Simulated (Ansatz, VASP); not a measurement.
**Two plane-wave programs on TePb**

```
Pb Te
1.0
     0.00000    3.64149    3.64149
     3.64149    0.00000    3.64149
     3.64149    3.64149    0.00000
Pb Te
1 1
Cartesian
  0.0000 0.0000 0.0000
  1.8207 1.8207 1.8207
```

Alike in both runs: task single point; functional PBE; k mesh 4 × 4 × 4; no spin polarisation.

```csv
,VASP,Ansatz
version,VASP 6.6.1,Ansatz 0.2.0
potentials or method,"VASP PAW PBE potentials, release 64 (Pb_d, Te)","plane waves, PAW"
plane-wave cutoff (eV),520,420
occupations,"gaussian, width 0.01 eV",fixed
valence electrons in the cell,20,30
```

|  | VASP | Ansatz | Ansatz less VASP |
| --- | --- | --- | --- |
| gap on the k mesh at the Fermi level (eV) | 0.59 | 0.59 | 0.000 |
| pressure (GPa) | 0.5 | 0.5 | +0.03 |

VASP's potentials hold 20 valence electrons a cell and Ansatz's 30, so a difference there can come from the potentials and not from the codes.

Spin-orbit coupling is off throughout.
